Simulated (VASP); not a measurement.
**Rh: single point with r2SCAN**

Crystal: Rh.

```
Rh
1.0
     0.00000    1.88297    1.88297
     1.88297    0.00000    1.88297
     1.88297    1.88297    0.00000
Rh
1
Direct
  0.00000 0.00000 0.00000
```

| Item | Value |
| --- | --- |
| Program | VASP 6.6.1 |
| Task | single point |
| Functional | r2SCAN |
| Potentials or basis | VASP PAW PBE potentials, release 64 (Rh_pv) |
| Cutoff | 520 eV |
| k mesh | 15 × 15 × 15 |
| Occupations | fermi-dirac, width 0.1 eV |
| Spin | no spin polarisation |

```yaml
Pressure: 9.8 GPa
```

Levels at points of the mesh, in eV from the Fermi level:
```csv
k point,band 4,band 5,band 6,band 7,band 8,band 9,band 10,band 11
"(0.00, 0.00, 0.00)",-8.40,-3.32,-3.32,-3.32,-1.11,-1.11,16.70,17.35
```

Run time: 2.5 min on 1 thread of AMD EPYC 7R13 (shared host), peak memory 0.11 GiB.

Caveat: the PAW data sets were made with another functional, which shifts forces and pressure a little.
